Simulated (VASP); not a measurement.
# Li: electric field gradients with LDA

Crystal: Li.

```
Li
1.0
     0.00000    2.20932    2.20932
     2.20932    0.00000    2.20932
     2.20932    2.20932    0.00000
Li
1
Direct
  0.00000 0.00000 0.00000
```

This isn't the form of Li at room conditions, which is bcc.

```
Program                : VASP 6.6.1
Task                   : electric field gradients
Functional             : LDA
Potentials or basis    : VASP PAW LDA potentials, release 64 (Li_sv)
Cutoff                 : 520 eV
k mesh                 : 16 × 16 × 16
Occupations            : fermi-dirac, width 0.05 eV
Spin                   : no spin polarisation
Dipole correction      : no
Further INCAR settings : ALGO = Normal; EDIFF = 1e-08; NBANDS = 8
```

```yaml
Band_gap_on_the_k_mesh: zero (an odd number of electrons rules out a gap without spin polarisation)
Largest_electric_field_gradient_by_atom: zero within the noise of the run
```

Levels at points of the mesh, in eV from the Fermi level:
```
           k point  band 1  band 2  band 3  band 4  band 5  band 6
(0.00, 0.00, 0.00)  -45.73   -3.41   13.51   13.51   13.51   17.55
(0.50, 0.00, 0.00)  -45.71    0.01    2.77   11.90   11.90   15.98
(0.50, 0.50, 0.00)  -45.71    1.46    4.55    7.99    7.99   10.30
```

It took 19 s on 1 thread of Intel(R) Xeon(R) Platinum 8175M CPU @ 2.50GHz (Skylake/Cascade Lake), with other jobs on the host, peak memory 0.13 GiB.
